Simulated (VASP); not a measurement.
# Li (a cell with a defect) in VASP: further runs

Runs on Li (a cell with a defect). Level: PBE. Tasks: single point.

All numbers are computed with VASP 6.6.1; they aren't measurements. Logs are shortened: lines on timing, memory, paths and dates and some standing lists are left out, and cuts for length are marked.

## (1) The cell of the first run

The cell holds a defect, 17 atoms: a = 6.980 Å, b = 6.980 Å, c = 6.980 Å, α = 90.00°, β = 90.00°, γ = 90.00°.

## (2) Single point, PBE

INCAR

```
SYSTEM = Li
PREC = Accurate
ENCUT = 520
EDIFF = 1E-7
ISMEAR = -1
SIGMA = 0.15
LREAL = Auto
LASPH = .TRUE.
NELM = 100
ALGO = Normal
ISIF = 2
LWAVE = .FALSE.
LCHARG = .FALSE.
GGA = PE
NBANDS = 40
```

KPOINTS

```
regular mesh
0
G
  3 3 3
  0 0 0
```

POSCAR

```
Li
1.0
    6.9800000000      0.0000000000      0.0000000000
    0.0000000000      6.9800000000      0.0000000000
    0.0000000000      0.0000000000      6.9800000000
Li
17
Direct
    0.0019229226     -0.0171724928      0.0203906877
    0.5096901146     -0.0009883954      0.0255434097
    0.0343607450      0.5009442693     -0.0301204871
    0.0272568768      0.0035657593      0.5081742120
    0.2315687679      0.2698713467      0.2411941261
    0.4935630372      0.4794067335     -0.0081111748
    0.4346130372      0.0892032951      0.5235661891
    0.7648826648      0.2504138968      0.2532730659
    0.0072604585      0.5079565903      0.5166780802
    0.2679045845      0.7468128940      0.2585147564
    0.2342064470      0.2430944126      0.7855594556
    0.5053107450      0.4963637536      0.5094143266
    0.7886595989      0.6575459885      0.1862661891
    0.7605775072      0.2368994269      0.7554896848
    0.2777547278      0.7645573066      0.7506995702
    0.7503871060      0.7438358166      0.7777459885
    0.6782426934      0.8727391117      0.4257686246
```

Potentials or basis: VASP PAW PBE potentials, release 64 (Li_sv).

On the command line:

```console
cat potpaw_PBE.64/Li_sv/POTCAR > POTCAR
mpirun -np 1 vasp_std > vasp.out
```

OUTCAR:

```text
SYSTEM = Li
   PREC = Accurate
   ENCUT = 520
   EDIFF = 1E-7
   ISMEAR = -1
   LREAL = Auto
   LASPH = .TRUE.
   NELM = 100
   ISIF = 2
   GGA = PE

 ion  position               nearest neighbor table
   1  0.002  0.983  0.020-
   2  0.510  0.999  0.026-
   3  0.034  0.501  0.970-  13 2.53
   4  0.027  0.004  0.508-
   5  0.232  0.270  0.241-
   6  0.494  0.479  0.992-
   7  0.435  0.089  0.524-  17 2.38  11 2.54
   8  0.765  0.250  0.253-
   9  0.007  0.508  0.517-
  10  0.268  0.747  0.259-
  11  0.234  0.243  0.786-   7 2.54
  12  0.505  0.496  0.509-
  13  0.789  0.658  0.186-  17 2.38   3 2.53
  14  0.761  0.237  0.755-
  15  0.278  0.765  0.751-
  16  0.750  0.744  0.778-
  17  0.678  0.873  0.426-   7 2.38  13 2.38

  LATTYP: Found a simple cubic cell.
 ALAT       =     6.9800000000

  Lattice vectors:

 A1 = (   6.9800000000,   0.0000000000,   0.0000000000)
 A2 = (   0.0000000000,   6.9800000000,   0.0000000000)
 A3 = (   0.0000000000,   0.0000000000,   6.9800000000)

Analysis of symmetry for initial positions (statically):
=====================================================================
 Subroutine PRICEL returns:
 Original cell was already a primitive cell.

 Routine SETGRP: Setting up the symmetry group for a
 simple cubic supercell.

 Subroutine GETGRP returns: Found  1 space group operations
 (whereof  1 operations were pure point group operations)
 out of a pool of 48 trial point group operations.

The static configuration has the point symmetry C_1 .

Analysis of symmetry for dynamics (positions and initial velocities):
=====================================================================
 Subroutine PRICEL returns:
 Original cell was already a primitive cell.

 Routine SETGRP: Setting up the symmetry group for a
 simple cubic supercell.

 Subroutine GETGRP returns: Found  1 space group operations
 (whereof  1 operations were pure point group operations)
 out of a pool of 48 trial point group operations.

The dynamic configuration has the point symmetry C_1 .

 Subroutine INISYM returns: Found  1 space group operations
 (whereof  1 operations are pure point group operations),
 and found     1 'primitive' translations

[... 113 lines left out ...]
   EDIFF  = 0.1E-06   stopping-criterion for ELM
   LREAL  =      T    real-space projection
   EDIFFG = 0.1E-05   stopping-criterion for IOM
   NSW    =      0    number of steps for IOM
   IBRION =     -1    ionic relax: 0-MD 1-quasi-New 2-CG
   NFREE  =      0    steps in history (QN), initial steepest desc. (CG)
   ISIF   =      2    stress and relaxation
   ISYM   =      2    0-nonsym 1-usesym 2-fastsym
   POTIM  = 0.5000    time-step for ionic-motion
   TEBEG  =    0.0;   TEEND  =   0.0 temperature during run
   PSTRESS=    0.0 pullay stress
   NELECT =      51.0000    total number of electrons
   NUPDOWN=      -1.0000    fix difference up-down
   EMIN   =  10.00;   EMAX   =-10.00  energy-range for DOS
   EFERMI =   0.00;   METHOD = LEGACY
   ISMEAR =    -1;   SIGMA  =   0.15  broadening in eV -4-tet -1-fermi 0-gaus
   EFERMI_NEDOS =   21; number of points for ismear=-14 and -15
   IALGO  =     38    algorithm
   IMIX   =      4    mixing-type and parameters
     AMIX     =   0.40;   BMIX     =  1.00
     AMIX_MAG =   1.60;   BMIX_MAG =  1.00
  volume/ion in A,a.u.               =      20.00       134.99
  Fermi-wavevector in a.u.,A,eV,Ry     =   0.869780  1.643646 10.293044  0.756517
  Thomas-Fermi vector in A             =   1.988651
   LORBIT       =      0    0 simple, 1 ext, 2 COOP (PROOUT), +10 PAW based schemes
   GGA     = PE    functional components
   LHFCALC =     F    Hartree Fock is set to
   AEXX    =    0.0000 exact exchange contribution
   IVDW    =     0    specifies the selected vdW correction
   LEPSILON=     F    determine dielectric tensor
   LRPA    =     F    only Hartree local field effects (RPA)
 non-spin polarized calculation
  energy-cutoff  :      520.00
  volume of cell :      340.07
 maximum number of plane-waves:      9180
 NGX is ok and might be reduce to    54
   NGX = 25   NGY = 25   NGZ = 25

 number of electron      50.9999983 magnetization

 Free energy of the ion-electron system (eV)
  ---------------------------------------------------
  ext. energy  EPLUGINS =         0.00000000
  ---------------------------------------------------
  free energy    TOTEN  =       -31.98625340 eV

  energy without entropy =      -31.46134950  energy(sigma->0) =      -31.72380145

 E-fermi :   0.6154     XC(G=0):  -7.0709

 val. band max:        0.5095963748   @ k =  -0.3333   0.0000   0.3333
 cond. band min:       0.6244839675   @ k =   0.3333   0.3333   0.0000
 fundamental gap:      0.1148875927
 Fermi energy:         0.6154317210

 k-point     1 :       0.0000    0.0000    0.0000
  band No.  band energies     occupation
      1     -46.0975      2.00000
      2     -45.9681      2.00000
      3     -45.9617      2.00000
      4     -45.9186      2.00000
      5     -45.9125      2.00000
      6     -45.9019      2.00000
[... 549 lines left out ...]
     36       3.6784      0.00000
     37       3.9231      0.00000
 [bands above 37 left out]

------------------------ aborting loop because EDIFF is reached ----------------------------------------

  FORCE on cell =-STRESS in cart. coord.  units (eV):
  Direction    XX          YY          ZZ          XY          YZ          ZX
  --------------------------------------------------------------------------------------
  -------------------------------------------------------------------------------------
  Total        0.6469058      0.7523790      0.6729541     -0.8107423      0.8266176     -0.4637096
  in kB        3.0477920      3.5447123      3.1705148     -3.8196814      3.8944753     -2.1846927
  external PRESSURE =       3.2543397 kB  Pullay stress =       0.0000000 kB

 VOLUME and BASIS-vectors are now :
 -----------------------------------------------------------------------------
  energy-cutoff  :      520.00
  volume of cell :      340.07
      direct lattice vectors                 reciprocal lattice vectors
     6.980000000  0.000000000  0.000000000     0.143266476  0.000000000  0.000000000
     0.000000000  6.980000000  0.000000000     0.000000000  0.143266476  0.000000000
     0.000000000  0.000000000  6.980000000     0.000000000  0.000000000  0.143266476

 POSITION                                       TOTAL-FORCE (eV/Angst)
 -----------------------------------------------------------------------------------
      0.01342      6.86014      0.14233        -0.003280     -0.003844      0.013686
      3.55764      6.97310      0.17829        -0.000329      0.002925      0.002415
      0.23984      3.49659      6.76976         0.014625      0.001739     -0.025807
      0.19025      0.02489      3.54706        -0.013930     -0.034968      0.003826
      1.61635      1.88370      1.68354        -0.003182      0.005539     -0.002056
      3.44507      3.34626      6.92338         0.007195      0.010683      0.005588
[... 9 lines left out ...]
      5.23770      5.19197      5.42867         0.014150      0.029362     -0.007977
      4.73413      6.09172      2.97186        -0.047468     -0.008792     -0.042581
 -----------------------------------------------------------------------------------
    total drift:                               -0.007985      0.004094     -0.003320

  FREE ENERGIE OF THE ION-ELECTRON SYSTEM (eV)
  ---------------------------------------------------
  free  energy   TOTEN  =       -31.9862534016 eV

  energy  without entropy=      -31.4613494979  energy(sigma->0) =      -31.72380145
```

It took 5.4 min on 1 thread of Intel Xeon Platinum 8259CL at 2.50GHz (Skylake/Cascade Lake), shared host; peak memory 0.41 GiB.

What came out:

```yaml
Free_energy: -31.9863 eV
Largest_force: 0.064 eV/Å
Band_gap_on_the_k_mesh: zero (an odd number of electrons rules out a gap without spin polarisation)
```

Forces in eV/Å, atoms in the order of the input:
```
Li  -0.003 -0.004  0.014
Li   0.000  0.003  0.002
Li   0.015  0.002 -0.026
Li  -0.014 -0.035  0.004
Li  -0.003  0.006 -0.002
Li   0.007  0.011  0.006
Li  -0.013  0.020  0.013
Li   0.005  0.001  0.012
Li   0.004 -0.001  0.008
Li   0.002  0.000  0.004
Li  -0.019 -0.007  0.013
Li  -0.002 -0.002  0.008
Li   0.035 -0.019 -0.012
Li   0.004  0.002  0.009
Li   0.015  0.003 -0.002
Li   0.014  0.029 -0.008
Li  -0.047 -0.009 -0.043
```

Levels at points of the mesh, in eV from the Fermi level:
```
           k point  band 21  band 22  band 23  band 24  band 25  band 26  band 27  band 28  band 29  band 30
(0.00, 0.00, 0.00)    -1.22    -1.21    -1.16    -1.13     0.02     0.04     0.31     0.33     0.35     0.37
```

Caveat: the cutoff is under 1.25 times the usual one of these potentials, so pressure, stress and relaxed cells hold a basis-set (Pulay) error.

## (3) Single point, PBE

INCAR

```
SYSTEM = Li
  ALGO = Normal
  EDIFF = 1E-6
  ENCUT = 520
  GGA = PE
  ISIF = 2
  ISMEAR = -1
  LASPH = .True.
  LCHARG = .False.
  LREAL = Auto
  LWAVE = .False.
  NBANDS = 40
  NELM = 80
  PREC = Accurate
  SIGMA = 0.15
```

KPOINTS

```
k-points
0
Gamma
  3 3 3
  0 0 0
```

POSCAR

```
Li
1.0
    6.9800000000      0.0000000000      0.0000000000
    0.0000000000      6.9800000000      0.0000000000
    0.0000000000      0.0000000000      6.9800000000
Li
17
Direct
   -0.0055038682     -0.0203075931      0.0260541547
    0.5076259312      0.0015541547      0.0130719198
    0.0438313754      0.5132330946     -0.0375234957
    0.0123714900     -0.0078823782      0.5024856734
    0.2377071633      0.2630358166      0.2443712034
    0.4977372493      0.4893144699     -0.0077050143
    0.4416045845      0.1008147564      0.5527998567
    0.7632230659      0.2499790831      0.2556041547
    0.0160309456      0.5006961318      0.5209421203
    0.2618323782      0.7471570201      0.2570760745
    0.2171328080      0.2350626074      0.7964588825
    0.5049244986      0.4980164756      0.5142934097
    0.8115739255      0.6484674785      0.1976004298
    0.7680545845      0.2448851003      0.7639000000
    0.2770224928      0.7699414040      0.7450372493
    0.7525603152      0.7563032951      0.7632531519
    0.6383697708      0.8726584527      0.3900457020
```

Potentials or basis: VASP PAW PBE potentials, release 64 (Li_sv).

On the command line:

```console
cat potpaw_PBE.64/Li_sv/POTCAR > POTCAR
mpirun -np 1 vasp_std > vasp.out
```

OUTCAR:

```text
SYSTEM = Li
   EDIFF = 1E-6
   ENCUT = 520
   GGA = PE
   ISIF = 2
   ISMEAR = -1
   LASPH = .True.
   LREAL = Auto
   NELM = 80
   PREC = Accurate

 ion  position               nearest neighbor table
   1  0.994  0.980  0.026-
   2  0.508  0.002  0.013-
   3  0.044  0.513  0.962-  13 2.49  11 2.56
   4  0.012  0.992  0.502-
   5  0.238  0.263  0.244-
   6  0.498  0.489  0.992-
   7  0.442  0.101  0.553-  17 2.39  11 2.50
[... 786 lines left out ...]
  -------------------------------------------------------------------------------------
  Total        0.4009100      0.9611246      0.4565084     -0.8296059      0.7888610     -0.6938630
  in kB        1.8888226      4.5281833      2.1507658     -3.9085542      3.7165912     -3.2690237
  external PRESSURE =       2.8559239 kB  Pullay stress =       0.0000000 kB

 VOLUME and BASIS-vectors are now :
 -----------------------------------------------------------------------------
  energy-cutoff  :      520.00
  volume of cell :      340.07
      direct lattice vectors                 reciprocal lattice vectors
     6.980000000  0.000000000  0.000000000     0.143266476  0.000000000  0.000000000
     0.000000000  6.980000000  0.000000000     0.000000000  0.143266476  0.000000000
     0.000000000  0.000000000  6.980000000     0.000000000  0.000000000  0.143266476

 POSITION                                       TOTAL-FORCE (eV/Angst)
 -----------------------------------------------------------------------------------
      6.94158      6.83825      0.18186         0.000389     -0.001682      0.002300
      3.54323      0.01085      0.09124         0.002096     -0.008565      0.011240
      0.30594      3.58237      6.71809         0.000524     -0.006119     -0.001394
      0.08635      6.92498      3.50735        -0.004152     -0.002458      0.002470
      1.65920      1.83599      1.70571         0.006463     -0.000764      0.001837
      3.47421      3.41541      6.92622         0.002338     -0.001112      0.004766
[... 9 lines left out ...]
      5.25287      5.27900      5.32751        -0.001361      0.006308     -0.011287
      4.45582      6.09116      2.72252        -0.001976      0.005332     -0.002200
 -----------------------------------------------------------------------------------
    total drift:                                0.002755     -0.005328     -0.009952

  FREE ENERGIE OF THE ION-ELECTRON SYSTEM (eV)
  ---------------------------------------------------
  free  energy   TOTEN  =       -32.0161148145 eV

  energy  without entropy=      -31.5029894099  energy(sigma->0) =      -31.75955211
```

OSZICAR:

```text
N       E                     dE             d eps       ncg     rms          rms(c)
DAV:   1     0.293759554169E+03    0.29376E+03   -0.22062E+04  1128   0.126E+03
DAV:   2     0.473220594671E+02   -0.24644E+03   -0.23220E+03  1144   0.340E+02
DAV:   3    -0.153690953705E+02   -0.62691E+02   -0.61076E+02  2080   0.838E+01
DAV:   4    -0.292268695571E+02   -0.13858E+02   -0.13658E+02  1912   0.651E+01
DAV:   5    -0.320485063199E+02   -0.28216E+01   -0.28206E+01  2096   0.188E+01    0.142E+00
DAV:   6    -0.320309888854E+02    0.17517E-01   -0.63260E-01  1712   0.453E+00    0.736E-01
DAV:   7    -0.320145349040E+02    0.16454E-01   -0.10585E-01  1856   0.125E+00    0.157E-01
DAV:   8    -0.320160685306E+02   -0.15336E-02   -0.22166E-02  1784   0.543E-01    0.128E-01
DAV:   9    -0.320161113195E+02   -0.42789E-04   -0.12205E-03  1800   0.146E-01    0.840E-02
DAV:  10    -0.320161200648E+02   -0.87453E-05   -0.20277E-04  1832   0.776E-02    0.140E-02
DAV:  11    -0.320161153860E+02    0.46788E-05   -0.78289E-05  1600   0.482E-02    0.510E-03
DAV:  12    -0.320161148145E+02    0.57153E-06   -0.95553E-06  1656   0.158E-02
   1 F= -.32016115E+02 E0= -.31759552E+02  d E =-.513125E+00
```

stdout:

```text
POSCAR found type information on POSCAR Li
 POSCAR found :  1 types and      17 ions
 scaLAPACK will be used
 LDA part: xc-table for (Slater+PW92), standard interpolation
 POSCAR, INCAR and KPOINTS ok, starting setup
 FFT: planning ... GRIDC
 FFT: planning ... GRID_SOFT
 FFT: planning ... GRID
 WAVECAR not read
 entering main loop
```

Run time: 4.1 min. Hardware: 1 thread of Intel Xeon Platinum 8259CL at 2.50GHz (Skylake/Cascade Lake), shared host; peak memory 0.41 GiB.

What came out:

* Free energy: -32.0161 eV
* Largest force: 0.015 eV/Å
* Band gap on the k mesh: zero (an odd number of electrons rules out a gap without spin polarisation)

Forces in eV/Å, atoms in the order of the input:
```
Li   0.000 -0.002  0.002
Li   0.002 -0.009  0.011
Li   0.001 -0.006 -0.001
Li  -0.004 -0.002  0.002
Li   0.006 -0.001  0.002
Li   0.002 -0.001  0.005
Li  -0.004  0.001  0.014
Li  -0.002  0.004 -0.001
Li   0.000 -0.003 -0.003
Li   0.002  0.007  0.004
Li   0.000  0.003  0.003
Li  -0.003 -0.001  0.000
Li   0.007 -0.005 -0.012
Li  -0.003  0.001 -0.008
Li  -0.001  0.002 -0.004
Li  -0.001  0.006 -0.011
Li  -0.002  0.005 -0.002
```

Caveat: the cutoff is under 1.25 times the usual one of these potentials, so pressure, stress and relaxed cells hold a basis-set (Pulay) error.

The gap in the log of VASP goes by the Fermi energy; the results here count the filled bands.